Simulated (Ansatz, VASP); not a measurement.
# SiC in VASP and in Ansatz

```
Si C
1.0
     0.00000    2.17814    2.17814
     2.17814    0.00000    2.17814
     2.17814    2.17814    0.00000
Si C
1 1
Direct
  0.00000 0.00000 0.00000
  0.71557 0.71557 0.78443
```

Alike in both runs: task single point; functional r2SCAN; k mesh 10 × 10 × 10; occupations gaussian, width 0.05 eV; no spin polarisation.

```csv
,VASP,Ansatz
version,VASP 6.6.1,Ansatz 0.2.0
potentials or method,"VASP PAW PBE potentials, release 64 (Si, C), cutoff 520 eV","scalar-relativistic, plane waves, PAW"
valence electrons in the cell,8,8
```

Ansatz gave:

| Quantity | Value |
| --- | --- |
| gap on the k mesh at the Fermi level (eV) | 0.99 |
| least direct gap on the mesh (eV) | 4.67 |
| pressure (GPa) | 2.7 |
| traceless stress, the component that is largest in VASP (GPa) | -9.11 |
| rms of the force components (eV/Å) | 1.660 |

Question: Estimate VASP's values.

Answer: gap on the k mesh at the Fermi level (eV): 1.00; least direct gap on the mesh (eV): 4.68; pressure (GPa): 2.5; traceless stress, the component that is largest in VASP (GPa): -9.03; rms of the force components (eV/Å): 1.656.

VASP's potentials were made for PBE, not for r2SCAN. Atom by atom the forces differ by 0.004 eV/Å (rms over components). The functional is the same, so the differences come from potentials, cutoffs and numerics.
